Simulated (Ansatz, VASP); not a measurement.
SrO in VASP and in Ansatz

POSCAR

```
SrO
1.0
    3.4807516534      0.0000000000      0.0000000000
   -1.7403758267      3.0144193562      0.0000000000
    0.0000000000      0.0000000000      6.0903846125
Sr O
2 2
Direct
    0.6666666667      0.3333333333      0.7500000000
    0.3333333333      0.6666666667      0.2500000000
    0.0000000000      0.0000000000      0.5000000000
    0.0000000000      0.0000000000      0.0000000000
```

File INCAR.step1:

```
SYSTEM = SrO
  PREC = Accurate
  ENCUT = 520
  ISMEAR = -1
  SIGMA = 0.05
  LREAL = .FALSE.
  LASPH = .TRUE.
  NELM = 100
  NBANDS = 24
  GGA = PE
  ALGO = Normal
  EDIFF = 1E-4
  LWAVE = .TRUE.
  LCHARG = .FALSE.
```

File INCAR.step2:

```
SYSTEM = SrO
  PREC = Accurate
  ENCUT = 520
  EDIFF = 1E-7
  ISMEAR = -1
  SIGMA = 0.05
  LREAL = .FALSE.
  LASPH = .TRUE.
  NELM = 100
  ALGO = Normal
  ISIF = 2
  LWAVE = .FALSE.
  LCHARG = .TRUE.
  METAGGA = R2SCAN
  LMIXTAU = .TRUE.
  LELF = .TRUE.
  LVHAR = .TRUE.
  NBANDS = 24
  ISTART = 1
```

Contents of KPOINTS:

```
regular mesh
0
G
  9 9 5
  0 0 0
```

The input input.yaml:

```yaml
crystal:
  lattice:
    - [3.4807516534, 0.0, 0.0]
    - [-1.7403758267, 3.0144193562, 0.0]
    - [0.0, 0.0, 6.0903846125]
  atoms:
    - { symbol: Sr, position: [0.6666666667, 0.3333333333, 0.75] }
    - { symbol: Sr, position: [0.3333333333, 0.6666666667, 0.25] }
    - { symbol: O, position: [0.0, 0.0, 0.5] }
    - { symbol: O, position: [0.0, 0.0, 0.0] }
hamiltonian:
  xc: r2scan
  pseudopotentials: { kind: paw }
kpoints:
  mp_grid: { grid: [9, 9, 5] }
scf:
  occupations: { method: fermi_dirac, width: 0.05 }
output:
  forces: true
  stress: true
  eigenvalues: true
  write_density: true
  write_potential: true
  elf: true
  volumetric_format: npy
```

Alike in both runs: task single point; functional r2SCAN; k mesh 9 × 9 × 5; occupations fermi-dirac, width 0.05 eV; no spin polarisation.

|  | VASP | Ansatz |
| --- | --- | --- |
| version | VASP 6.6.1 | Ansatz 0.2.0 |
| potentials or method | VASP PAW PBE potentials, release 64 (Sr_sv, O) | Ansatz PAW |
| plane-wave cutoff (eV) | 520 | 500 |
| valence electrons in the cell | 32 | 32 |

```csv
,VASP,Ansatz,Ansatz less VASP
gap on the k mesh at the Fermi level (eV),3.54,3.58,+0.046
least direct gap on the mesh (eV),3.80,3.84,+0.041
pressure (GPa),6.6,5.8,-0.73
"traceless stress, the component that is largest in VASP (GPa)",0.72,0.72,0.000
```

VASP's potentials were made for PBE, not for r2SCAN. The functional is the same, so the differences come from potentials, cutoffs and numerics.

Noted on Ansatz's run: odd divisions of the mesh miss points on the zone boundary, where band edges often lie, so the gap on the mesh can be too wide.
